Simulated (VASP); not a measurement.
# InSb3N (Pm-3m) in VASP: notebook, part 2 of 2

VASP 6.6.1. Earlier steps stand in the parts before.

### 3 Relaxation of cell and atoms, PBE

This run uses another cell than the first one, of 22.65 Å³/atom, 0.992 times its volume.

Input file INCAR:

```
  PREC = Accurate
  ENCUT = 600
  EDIFF = 1E-7
  ISMEAR = 0
  SIGMA = 0.1
  LREAL = False
  LASPH = True
  NELM = 100
  ALGO = Normal
  ISIF = 3
  LWAVE = False
  LCHARG = False
  GGA = PE
  IBRION = 2
  NSW = 100
  EDIFFG = -0.005
```

Input file KPOINTS:

```
regular mesh
0
Gamma
  8 8 8
```

Input file POSCAR:

```
InSb3N
1.0
    4.8381323944      0.0000000000      0.0000000000
    0.0000000000      4.8381323944      0.0000000000
    0.0000000000      0.0000000000      4.8381323944
In Sb N
1 3 1
Direct
    0.0000000000      0.0000000000      0.0000000000
    0.5000000000      0.5000000000      0.0000000000
    0.0000000000      0.5000000000      0.5000000000
    0.5000000000      0.0000000000      0.5000000000
    0.5000000000      0.5000000000      0.5000000000
```

Potentials or basis: VASP PAW PBE potentials, release 64 (In_d, Sb, N).

Run with:

```
cat potpaw_PBE.64/In_d/POTCAR potpaw_PBE.64/Sb/POTCAR potpaw_PBE.64/N/POTCAR > POTCAR
mpirun -np 1 vasp_std > vasp.out
```

OUTCAR:

```text
PREC = Accurate
   ENCUT = 600
   EDIFF = 1E-7
   ISMEAR = 0
   LREAL = False
   LASPH = True
   NELM = 100
   ISIF = 3
   GGA = PE
   IBRION = 2
   NSW = 100
   EDIFFG = -0.005

 ion  position               nearest neighbor table
   1  0.000  0.000  0.000-   2 3.42   3 3.42   4 3.42   3 3.42   4 3.42   2 3.42   3 3.42   3 3.42
                             2 3.42   4 3.42   4 3.42   2 3.42
   2  0.500  0.500  0.000-   5 2.42   5 2.42   4 3.42   1 3.42   3 3.42   4 3.42   3 3.42   1 3.42
                             4 3.42   4 3.42   1 3.42   3 3.42   3 3.42   1 3.42
   3  0.000  0.500  0.500-   5 2.42   5 2.42   4 3.42   1 3.42   1 3.42   2 3.42   1 3.42   4 3.42
                             1 3.42   2 3.42   4 3.42   2 3.42   2 3.42   4 3.42
   4  0.500  0.000  0.500-   5 2.42   5 2.42   3 3.42   1 3.42   1 3.42   2 3.42   2 3.42   3 3.42
                             2 3.42   2 3.42   1 3.42   3 3.42   1 3.42   3 3.42
   5  0.500  0.500  0.500-   2 2.42   3 2.42   4 2.42   2 2.42   4 2.42   3 2.42

  LATTYP: Found a simple cubic cell.
 ALAT       =     4.8381323944

  Lattice vectors:

 A1 = (   4.8381323944,   0.0000000000,   0.0000000000)
 A2 = (   0.0000000000,   4.8381323944,   0.0000000000)
 A3 = (   0.0000000000,   0.0000000000,   4.8381323944)

Analysis of symmetry for initial positions (statically):
=====================================================================
 Subroutine PRICEL returns:
 Original cell was already a primitive cell.

 Routine SETGRP: Setting up the symmetry group for a
 simple cubic supercell.

 Subroutine GETGRP returns: Found 48 space group operations
 (whereof 48 operations were pure point group operations)
 out of a pool of 48 trial point group operations.

The static configuration has the point symmetry O_h .

Analysis of symmetry for dynamics (positions and initial velocities):
=====================================================================
 Subroutine PRICEL returns:
 Original cell was already a primitive cell.

 Routine SETGRP: Setting up the symmetry group for a
 simple cubic supercell.

 Subroutine GETGRP returns: Found 48 space group operations
 (whereof 48 operations were pure point group operations)
 out of a pool of 48 trial point group operations.

The dynamic configuration has the point symmetry O_h .

 Subroutine INISYM returns: Found 48 space group operations
 (whereof 48 operations are pure point group operations),
 and found     1 'primitive' translations

----------------------------------------------------------------------------------------

                                     Primitive cell

  volume of cell :     113.2487

  direct lattice vectors                    reciprocal lattice vectors
     4.838132394  0.000000000  0.000000000     0.206691326  0.000000000  0.000000000
     0.000000000  4.838132394  0.000000000     0.000000000  0.206691326  0.000000000
     0.000000000  0.000000000  4.838132394     0.000000000  0.000000000  0.206691326

  length of vectors
     4.838132394  4.838132394  4.838132394     0.206691326  0.206691326  0.206691326

  position of ions in fractional coordinates (direct lattice)
     0.000000000  0.000000000  0.000000000
[... 64 lines left out ...]
  0.500000  0.375000  0.125000     24.000000
 [... further k-points ...]
   k-points           NKPTS =     35   k-points in BZ     NKDIM =     35   number of bands    NBANDS=     20
   number of dos      NEDOS =    301   number of ions     NIONS =      5
   total plane-waves  NPLWV =  64000
   dimension x,y,z NGX =    40 NGY =   40 NGZ =   40
   dimension x,y,z NGXF=    80 NGYF=   80 NGZF=   80
   ions per type =               1   3   1
   NGX,Y,Z   is equivalent  to a cutoff of  13.74, 13.74, 13.74 a.u.
   NGXF,Y,Z  is equivalent  to a cutoff of  27.49, 27.49, 27.49 a.u.
 SYSTEM =  unknown system
   PREC   = accura    normal or accurate (medium, high low for compatibility)
   ISTART =      0    job   : 0-new  1-cont  2-samecut
   ICHARG =      2    charge: 1-file 2-atom 10-const
   ISPIN  =      1    spin polarized calculation?
   LNONCOLLINEAR =      F non collinear calculations
   LSORBIT =      F    spin-orbit coupling
   LASPH  =      T    aspherical Exc in radial PAW
   ENCUT  =  600.0 eV  44.10 Ry    6.64 a.u.   9.66  9.66  9.66*2*pi/ulx,y,z
   NELM   =    100;   NELMIN=  2; NELMDL= -5     # of ELM steps
   EDIFF  = 0.1E-06   stopping-criterion for ELM
   LREAL  =      F    real-space projection
   EDIFFG = -.5E-02   stopping-criterion for IOM
   NSW    =    100    number of steps for IOM
   IBRION =      2    ionic relax: 0-MD 1-quasi-New 2-CG
   NFREE  =      1    steps in history (QN), initial steepest desc. (CG)
   ISIF   =      3    stress and relaxation
   ISYM   =      2    0-nonsym 1-usesym 2-fastsym
   POTIM  = 0.5000    time-step for ionic-motion
   TEBEG  =    0.0;   TEEND  =   0.0 temperature during run
   PSTRESS=    0.0 pullay stress
   NELECT =      33.0000    total number of electrons
   NUPDOWN=      -1.0000    fix difference up-down
   EMIN   =  10.00;   EMAX   =-10.00  energy-range for DOS
   EFERMI =   0.00;   METHOD = LEGACY
   ISMEAR =     0;   SIGMA  =   0.10  broadening in eV -4-tet -1-fermi 0-gaus
   EFERMI_NEDOS =   21; number of points for ismear=-14 and -15
   IALGO  =     38    algorithm
   IMIX   =      4    mixing-type and parameters
     AMIX     =   0.40;   BMIX     =  1.00
     AMIX_MAG =   1.60;   BMIX_MAG =  1.00
  volume/ion in A,a.u.               =      22.65       152.85
  Fermi-wavevector in a.u.,A,eV,Ry     =   1.085346  2.051007 16.027349  1.177977
  Thomas-Fermi vector in A             =   2.221458
   LORBIT       =      0    0 simple, 1 ext, 2 COOP (PROOUT), +10 PAW based schemes
   GGA     = PE    functional components
   LHFCALC =     F    Hartree Fock is set to
   AEXX    =    0.0000 exact exchange contribution
   IVDW    =     0    specifies the selected vdW correction
   LEPSILON=     F    determine dielectric tensor
   LRPA    =     F    only Hartree local field effects (RPA)
 conjugate gradient relaxation of ions
 non-spin polarized calculation
 Gauss-broadening in eV      SIGMA  =   0.10
  energy-cutoff  :      600.00
  volume of cell :      113.25
 maximum number of plane-waves:      3840
 NGX is ok and might be reduce to    40
   NGX = 19   NGY = 19   NGZ = 19

--------------------------------------- Ionic step        1  -------------------------------------------

 number of electron      32.9999989 magnetization

 Free energy of the ion-electron system (eV)
  ---------------------------------------------------
  ext. energy  EPLUGINS =         0.00000000
  ---------------------------------------------------
  free energy    TOTEN  =       -20.68234153 eV

  energy without entropy =      -20.66238930  energy(sigma->0) =      -20.67236541

------------------------ aborting loop because EDIFF is reached ----------------------------------------

  FORCE on cell =-STRESS in cart. coord.  units (eV):
  Direction    XX          YY          ZZ          XY          YZ          ZX
  --------------------------------------------------------------------------------------
  -------------------------------------------------------------------------------------
  Total        0.1514591      0.1514591      0.1514591      0.0000000      0.0000000      0.0000000
  in kB        2.1427563      2.1427563      2.1427563      0.0000000      0.0000000      0.0000000
  external PRESSURE =       2.1427563 kB  Pullay stress =       0.0000000 kB
[... 65 lines left out ...]
--------------------------------------- Ionic step        3  -------------------------------------------

 number of electron      32.9999988 magnetization

 Free energy of the ion-electron system (eV)
  ---------------------------------------------------
  ext. energy  EPLUGINS =         0.00000000
  ---------------------------------------------------
  free energy    TOTEN  =       -20.68257304 eV

  energy without entropy =      -20.66251528  energy(sigma->0) =      -20.67254416

 E-fermi :   8.0467     XC(G=0): -10.3562

 val. band max:        8.0155010427   @ k =   0.2500   0.2500   0.2500
 cond. band min:       8.0541912723   @ k =   0.5000   0.3750   0.1250
 fundamental gap:      0.0386902296
 Fermi energy:         8.0467011476

 k-point     1 :       0.0000    0.0000    0.0000
  band No.  band energies     occupation
      1      -7.3378      2.00000
      2      -6.3223      2.00000
      3      -6.3223      2.00000
      4      -6.3107      2.00000
      5      -6.3107      2.00000
      6      -6.3107      2.00000
[... 541 lines left out ...]
     19       9.3353      0.00000
     20      10.5747      0.00000

 [... further k-points ...]

------------------------ aborting loop because EDIFF is reached ----------------------------------------

  FORCE on cell =-STRESS in cart. coord.  units (eV):
  Direction    XX          YY          ZZ          XY          YZ          ZX
  --------------------------------------------------------------------------------------
  -------------------------------------------------------------------------------------
  Total        0.0025879      0.0025879      0.0025879      0.0000000      0.0000000      0.0000000
  in kB        0.0364987      0.0364987      0.0364987      0.0000000      0.0000000      0.0000000
  external PRESSURE =       0.0364987 kB  Pullay stress =       0.0000000 kB
[... 20 lines left out ...]
  FREE ENERGIE OF THE ION-ELECTRON SYSTEM (eV)
  ---------------------------------------------------
  free  energy   TOTEN  =       -20.6825730445 eV

  energy  without entropy=      -20.6625152842  energy(sigma->0) =      -20.67254416

 reached required accuracy - stopping structural energy minimisation
```

OSZICAR:

```text
N       E                     dE             d eps       ncg     rms          rms(c)
DAV:   1     0.280854183652E+03    0.28085E+03   -0.14382E+04  1400   0.173E+03
DAV:   2     0.136899998498E+02   -0.26716E+03   -0.25936E+03  1576   0.387E+02
[... 26 lines left out ...]
DAV:   1    -0.206828826508E+02   -0.34850E-03   -0.86735E-03  1836   0.128E+00    0.114E-01
DAV:   2    -0.206826161279E+02    0.26652E-03   -0.84978E-04  1844   0.419E-01    0.376E-02
DAV:   3    -0.206825764498E+02    0.39678E-04   -0.13100E-04  1892   0.155E-01    0.176E-02
DAV:   4    -0.206825715630E+02    0.48867E-05   -0.21146E-05  1704   0.463E-02    0.119E-02
DAV:   5    -0.206825725005E+02   -0.93751E-06   -0.38074E-06  1676   0.113E-02    0.527E-03
DAV:   6    -0.206825729677E+02   -0.46712E-06   -0.15204E-06  1616   0.106E-02    0.176E-03
DAV:   7    -0.206825730445E+02   -0.76850E-07   -0.40566E-07  1240   0.442E-03
   3 F= -.20682573E+02 E0= -.20672544E+02  d E =-.231519E-03
```

CONTCAR:

```text
InSb3N
   1.00000000000000
     4.8431235911683439    0.0000000000000000    0.0000000000000000
     0.0000000000000000    4.8431235911683439    0.0000000000000000
     0.0000000000000000    0.0000000000000000    4.8431235911683439
  In              Sb              N
     1     3     1
Direct
     0.0000000000000000    0.0000000000000000    0.0000000000000000
     0.5000000000000000    0.5000000000000000    0.0000000000000000
     0.0000000000000000    0.5000000000000000    0.5000000000000000
     0.5000000000000000    0.0000000000000000    0.5000000000000000
     0.5000000000000000    0.5000000000000000    0.5000000000000000

  0.00000000E+00  0.00000000E+00  0.00000000E+00
  0.00000000E+00  0.00000000E+00  0.00000000E+00
  0.00000000E+00  0.00000000E+00  0.00000000E+00
  0.00000000E+00  0.00000000E+00  0.00000000E+00
  0.00000000E+00  0.00000000E+00  0.00000000E+00
```

It took 2.6 min on 1 thread of Intel Xeon Platinum 8488C (Sapphire Rapids), shared host; peak memory 0.32 GiB.

Results:

```yaml
Free_energy: -20.6826 eV
Relaxed_volume: 22.72 Å³/atom
Relaxed_cell: a = 4.843 Å, b = 4.843 Å, c = 4.843 Å, α = 90.00°, β = 90.00°, γ = 90.00°
Space_group_after_relaxing_to_0.05_Å: Pm-3m (No. 221)
Energy_gained_by_relaxing: 0.0 meV/atom
Ionic_steps: 3
Pressure_after_relaxing: 0.0 GPa
```

The path:
```tsv
step	energy change (eV)	largest force (eV/Å)	pressure (GPa)	volume (Å³)
1	0.0000	0.0000	0.21	113.25
2	-0.0002	0.0000	-0.08	113.75
3	-0.0002	0.0000	0.00	113.60
```

Final structure:
```
CELL_PARAMETERS angstrom
4.84312 0.00000 0.00000
0.00000 4.84312 0.00000
0.00000 0.00000 4.84312
ATOMIC_POSITIONS crystal
In 0.00000 0.00000 0.00000
Sb 0.50000 0.50000 0.00000
Sb 0.00000 0.50000 0.50000
Sb 0.50000 0.00000 0.50000
N 0.50000 0.50000 0.50000
```

Levels at points of the mesh, in eV from the Fermi level:
| k point | band 13 | band 14 | band 15 | band 16 | band 17 | band 18 | band 19 | band 20 |
| --- | --- | --- | --- | --- | --- | --- | --- | --- |
| (0.00, 0.00, 0.00) | -2.51 | -1.20 | -1.20 | -1.20 | 0.41 | 0.41 | 0.41 | 4.71 |
| (0.50, 0.00, 0.00) | -2.06 | -2.06 | -1.06 | -0.88 | 0.11 | 0.11 | 1.50 | 2.42 |
| (0.50, 0.50, 0.00) | -1.88 | -1.15 | -1.15 | -0.75 | -0.75 | -0.46 | 0.72 | 1.18 |
| (0.50, 0.50, 0.50) | -4.60 | -0.74 | -0.74 | -0.74 | -0.36 | 2.85 | 2.85 | 3.43 |

Caveat: spin-orbit coupling is left out, which moves the levels of the heavy elements.
